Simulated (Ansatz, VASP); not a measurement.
## Two plane-wave programs on Si5H12O

```xyz
18
Lattice="15.0000 0.0000 0.0000 0.0000 15.0000 0.0000 0.0000 0.0000 15.0000" Properties=species:S:1:pos:R:3 pbc="T T T"
Si    7.3092    7.7480    7.5029
Si    6.0661    6.3475    6.0616
Si    6.9877    7.0150    9.7263
Si    6.5161    9.9575    7.2998
Si   10.2431    6.7616    6.9445
O     8.9275    7.7489    7.0958
H     4.6210    6.4320    6.4413
H     6.2110    6.7720    4.6340
H     6.5020    4.9201    6.1755
H     7.7350    7.8763   10.6951
H     7.4409    5.5999    9.9066
H     5.5280    7.0885   10.0481
H     5.0633    9.9803    7.6609
H     7.2518   10.8797    8.2200
H     6.6679   10.4567    5.8976
H    10.5608    6.1186    8.2564
H     9.9761    5.6956    5.9308
H    11.3924    7.6018    6.5028
```

Alike in both runs: functional PBE; k mesh 1 × 1 × 1; occupations gaussian, width 0.02 eV; no spin polarisation.

Ansatz relaxed the structure, and its values are those at the end. VASP's run is a single point on that final structure, the one shown.

|  | VASP | Ansatz |
| --- | --- | --- |
| version | VASP 6.6.1 | Ansatz 0.2.0 |
| potentials or method | VASP PAW PBE potentials, release 64 (Si, O, H) | scalar-relativistic, plane waves, PAW |
| plane-wave cutoff (eV) | 520 | 420 |
| valence electrons in the cell | 38 | 38 |

Ansatz gave:

```
gap on the k mesh at the Fermi level (eV) : 4.46
rms of the force components (eV/Å)        : 0.005
```

Task: What did VASP give for the same quantities?

Result: gap on the k mesh at the Fermi level (eV): 4.46; rms of the force components (eV/Å): 0.013.

The functional is the same, so the differences come from potentials, cutoffs and numerics. Ansatz's warnings: xc potential rough in thin density.
